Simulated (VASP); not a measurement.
Runs of VASP 6.6.1 on Zn. The structure is that of space group P6_3/mmc (No. 194), or close to it. The cells are those of the table. 

```csv
cell,further INCAR settings,gap on the mesh (eV),pressure (GPa)
"a = 2.705, b = 2.705, c = 4.947 Å, angles 90.0, 90.0, 120.0°, 2 atoms",ALGO = Fast; EDIFF = 1e-06; NBANDS = 19,none,(a)
"a = 2.665, b = 2.665, c = 5.021 Å, angles 90.0, 90.0, 120.0°, 2 atoms",ALGO = Fast; EDIFF = 1e-06; NBANDS = 19,none,-5.4
"a = 2.625, b = 2.625, c = 5.021 Å, angles 90.0, 90.0, 120.0°, 2 atoms",ALGO = Fast; EDIFF = 1e-06; NBANDS = 19,none,-3.0
"a = 2.705, b = 2.705, c = 4.798 Å, angles 90.0, 90.0, 120.0°, 2 atoms",ALGO = Fast; EDIFF = 1e-07; NBANDS = 19,none,-5.4
"a = 2.625, b = 2.625, c = 5.095 Å, angles 90.0, 90.0, 120.0°, 2 atoms",ALGO = Fast; EDIFF = 1e-07; NBANDS = 19,none,-4.0
```

Alike in all rows: task single point; level PBEsol; potentials or basis VASP PAW PBE potentials, release 64 (Zn); no spin polarisation; k mesh 24 × 24 × 10; cutoff (eV) 520; smearing gaussian 0.15 eV.

Task: Fill in the values left out.

Result: (a) -6.7.

Caveats: the PAW data sets were made with another functional, which shifts forces and pressure a little; the cell stands under tension (at least some runs).

A gap of «none» marks levels without a gap at the run's occupations.
